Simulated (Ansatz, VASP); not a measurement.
**Two plane-wave programs on AlGeSbH2**

INCAR

```
SYSTEM = AlGeSbH2
ALGO     = Normal         ! electronic algorithm
EDIFF    = 1E-6           ! SCF threshold, eV
EDIFFG   = -0.01          ! ionic threshold
ENCUT    = 600            ! plane-wave cutoff, eV
GGA      = PE             ! functional
IBRION   = 2              ! ionic algorithm
ISIF     = 3              ! what is computed and relaxed
ISMEAR   = 0              ! smearing method
LASPH    = .TRUE.         ! aspherical terms in the spheres
LCHARG   = .FALSE.        ! write CHGCAR
LREAL    = .FALSE.        ! projectors in reciprocal space
LWAVE    = .FALSE.        ! write WAVECAR
NELM     = 100            ! most SCF steps
NSW      = 100            ! ionic steps
PREC     = Accurate       ! precision mode
SIGMA    = 0.1            ! smearing width, eV
```

The input KPOINTS:

```
k-points
0
G
  10 10 10
  0 0 0
```

POSCAR

```
AlGeSbH2
1.0
   -2.2215215344      2.2215215344      3.8667791875
    2.2215215344     -2.2215215344      3.8667791875
    2.2215215344      2.2215215344     -3.8667791875
Al Ge Sb H
1 1 1 2
Direct
    0.0000000000      0.0000000000      0.0000000000
    0.2500000000      0.7500000000      0.5000000000
    0.7500000000      0.2500000000      0.5000000000
    0.5500970131      0.5500970131      0.0000000000
    0.4499029869      0.4499029869      0.0000000000
```

Input for Ansatz:

```yaml
crystal:
  lattice:
    - [-2.2215215344, 2.2215215344, 3.8667791875]
    - [2.2215215344, -2.2215215344, 3.8667791875]
    - [2.2215215344, 2.2215215344, -3.8667791875]
  atoms:
    - { symbol: Al, position: [0.0, 0.0, 0.0] }
    - { symbol: Ge, position: [0.25, 0.75, 0.5] }
    - { symbol: Sb, position: [0.75, 0.25, 0.5] }
    - { symbol: H, position: [0.5500970131, 0.5500970131, 0.0] }
    - { symbol: H, position: [0.4499029869, 0.4499029869, 0.0] }
basis:
  ecutwfc: 420
kpoints:
  mp_grid: { grid: [10, 10, 10] }
hamiltonian:
  xc: pbe
scf:
  occupations: { method: gaussian, width: 0.1 }
output:
  forces: true
  stress: true
  eigenvalues: true
  write_density: true
  write_potential: true
  elf: true
  volumetric_format: npy
relax:
  adjacent_minimum: "off"
  f_tol: 0.01
  max_steps: 80
  cell: { stress_tol: 0.05 }
```

Change from the starting cell: species swapped into the TbSi2RuRh type (I-4m2, No. 119).

Alike in both runs: task relaxation of cell and atoms; functional PBE; k mesh 10 × 10 × 10; occupations gaussian, width 0.1 eV; no spin polarisation.

|  | VASP | Ansatz |
| --- | --- | --- |
| version | VASP 6.6.1 | Ansatz 0.2.0 |
| potentials or method | VASP PAW PBE potentials, release 64 (Al, Ge_d, Sb, H), cutoff 600 eV | scalar-relativistic, plane waves, PAW |
| valence electrons in the cell | 24 | 34 |

|  | VASP | Ansatz | Ansatz less VASP |
| --- | --- | --- | --- |
| gap on the k mesh at the Fermi level, each at its own relaxed structure (eV) | none | none | - |
| relaxed volume (Å³/atom) | 15.28 | 15.29 | +0.004 |
| relaxed cell length with the largest relative difference (Å) | 4.764 | 4.762 | -0.0017 |

A gap of «none» marks a metal or a gap that the smearing closes. VASP's potentials hold 24 valence electrons a cell and Ansatz's 34, so a difference there can come from the potentials and not from the codes.

Neither program's run includes spin-orbit coupling.
